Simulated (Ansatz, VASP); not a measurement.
## One calculation of Sc, two programs

```xyz
1
Lattice="0.0000 2.1366 2.5639 2.1366 0.0000 2.5639 2.1366 2.1366 0.0000" Properties=species:S:1:pos:R:3 pbc="T T T"
Sc    0.0000    0.0000    0.0000
```

Alike in both runs: task single point; functional PBEsol; k mesh 20 × 20 × 20; occupations gaussian, width 0.15 eV; no spin polarisation.

|  | VASP | Ansatz |
| --- | --- | --- |
| version | VASP 6.6.1 | Ansatz 0.2.0 |
| potentials or method | VASP PAW PBE potentials, release 64 (Sc_sv), cutoff 520 eV | scalar-relativistic, plane waves, PAW |
| valence electrons in the cell | 11 | 11 |

|  | VASP | Ansatz | Ansatz less VASP |
| --- | --- | --- | --- |
| gap on the k mesh at the Fermi level (eV) | none | none | - |
| pressure (GPa) | 0.3 | 0.3 | +0.02 |
| traceless stress, the component that is largest in VASP (GPa) | -4.68 | -4.66 | +0.021 |

VASP's potentials were made for PBE, not for PBEsol. A gap of «none» marks a metal or a gap that the smearing closes. With one functional, cell and mesh, what is left measures potentials, basis and numerics.
